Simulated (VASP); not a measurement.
Write the native input for VASP 6.6.1 that does the following.

```yaml
Task: single point
Functional: PBE
Potentials_or_basis: VASP PAW PBE potentials, release 64 (Al, W_sv, O)
Cutoff: 520 eV
k_mesh: 6 × 6 × 2
Occupations: gaussian, width 0.1 eV
Spin: no spin polarisation
Dipole_correction: no
Further_INCAR_settings: ALGO = Normal; EDIFF = 1e-07; NBANDS = 28
```

The structure of Al2W2O lies in POSCAR:

```
Al2W2O
1.0
    4.2816683566     -0.0000000037      0.0000000000
   -2.1408341751      3.7080335693      0.0000000000
    0.0000000000      0.0000000000      6.2566110729
Al W O
2 2 1
Direct
    0.3333333333      0.6666666667      0.0000000000
    0.6666666667      0.3333333333      0.0000000000
    0.0000000000      0.0000000000      0.6786794492
    0.0000000000      0.0000000000      0.3213205508
    0.0000000000      0.0000000000      0.0000000000
```

One way to write it, as run:

INCAR

```
ALGO     = Normal         # electronic algorithm
EDIFF    = 1E-7           # SCF threshold, eV
ENCUT    = 520            # plane-wave cutoff, eV
GGA      = PE             # functional
ISIF     = 2              # what is computed and relaxed
ISMEAR   = 0              # smearing method
LASPH    = True           # aspherical terms in the spheres
LCHARG   = True           # write CHGCAR
LELF     = True           # ELF
LREAL    = False          # projectors in reciprocal space
LVHAR    = True         
LWAVE    = False          # write WAVECAR
NBANDS   = 28             # bands
NELM     = 60             # most SCF steps
PREC     = Accurate       # precision mode
SIGMA    = 0.1            # smearing width, eV
```

KPOINTS

```
k-points
0
Gamma
  6 6 2
```

Potentials or basis: VASP PAW PBE potentials, release 64 (Al, W_sv, O).

Run with:

```console
$ cat potpaw_PBE.64/Al/POTCAR potpaw_PBE.64/W_sv/POTCAR potpaw_PBE.64/O/POTCAR > POTCAR
$ mpirun -np 1 vasp_std > vasp.out
```

It gave:

* Pressure: 0.7 GPa
* Largest force: 0.241 eV/Å
* Band gap on the k mesh: zero (band 20 reaches 5.64 eV, above the bottom of band 21 at 4.97 eV)

Caveat: the k points lie up to 0.50 Å⁻¹ apart; spin-orbit coupling is left out, which moves the levels of the heavy elements.

Wall time 45 s on 1 thread of Intel(R) Xeon(R) Platinum 8259CL CPU @ 2.50GHz (Skylake/Cascade Lake), on a shared host, peak memory 0.22 GiB.
